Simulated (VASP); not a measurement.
# CuF: single point with PBE

The system is CuF.

```
CELL_PARAMETERS angstrom
3.29654 0.00000 0.00000
-1.64827 2.85488 0.00000
0.00000 0.00000 5.20086
ATOMIC_POSITIONS crystal
Cu 0.00000 0.00000 0.00000
Cu 0.00000 0.00000 0.50000
F 0.33333 0.66667 0.25000
F 0.66667 0.33333 0.75000
```

| Quantity | Value |
| --- | --- |
| Program | VASP 6.6.1 |
| Task | single point |
| Functional | PBE |
| Potentials or basis | VASP PAW PBE potentials, release 64 (Cu, F) |
| Cutoff | 520 eV |
| k mesh | 9 × 9 × 4 |
| Occupations | fermi-dirac, width 0.02 eV |
| Spin | no spin polarisation |
| Dipole correction | no |
| Further INCAR settings | ALGO = Normal; EDIFF = 1e-07; NBANDS = 26 |

* Pressure: -0.2 GPa
* Band gap on the k mesh: zero (band 18 reaches 3.68 eV, above the bottom of band 19 at 3.50 eV)

Stress tensor (GPa, compression positive):
```
-0.21  0.00  0.00
 0.00 -0.21  0.00
 0.00  0.00 -0.06
```

Levels at points of the mesh, in eV from the Fermi level:
```
           k point  band 16  band 17  band 18  band 19  band 20  band 21
(0.00, 0.00, 0.00)    -0.41    -0.13    -0.07    -0.07     3.69     5.67
(0.00, 0.00, 0.50)    -0.36    -0.36    -0.36     0.63     0.63    10.34
```

It took 51 s on 1 thread of Intel Xeon 6975P-C (shared host), peak memory 0.19 GiB.

Caveat: semilocal functionals often make such compounds metallic where correlation or magnetic order opens a gap, which also shifts bond lengths. With open d or f shells a metallic result of PBE can be an artefact of self-interaction; +U or a hybrid may open a gap.
